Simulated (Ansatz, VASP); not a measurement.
Two plane-wave programs on Sn3C

```
Sn C
1.0
     5.69009    0.00000    0.00000
     0.00000    5.69009    0.00000
     0.00000    0.00000    5.69009
Sn C
6 2
Cartesian
  1.4225 0.0000 2.8450
  2.8450 4.2676 0.0000
  4.2676 0.0000 2.8450
  2.8450 1.4225 0.0000
  0.0000 2.8450 4.2676
  0.0000 2.8450 1.4225
  0.0000 0.0000 0.0000
  2.8450 2.8450 2.8450
```

Change from the starting cell: species swapped into the V3Pt type (Pm-3n, No. 223).

Alike in both runs: functional PBE; k mesh 8 × 8 × 8; occupations gaussian, width 0.1 eV; no spin polarisation.

Ansatz relaxed the structure, and its values are those at the end. VASP's run is a single point on that final structure, the one shown.

```csv
,VASP,Ansatz
version,VASP 6.6.1,Ansatz 0.2.0
potentials or method,"VASP PAW PBE potentials, release 64 (Sn_d, C), cutoff 520 eV","scalar-relativistic, plane waves, PAW"
valence electrons in the cell,92,92
```

|  | VASP | Ansatz | Ansatz less VASP |
| --- | --- | --- | --- |
| gap on the k mesh at the Fermi level (eV) | none | none | - |
| pressure (GPa) | -0.1 | 0.0 | +0.11 |

A gap of «none» marks a metal or a gap that the smearing closes. The functional is the same, so the differences come from potentials, cutoffs and numerics.
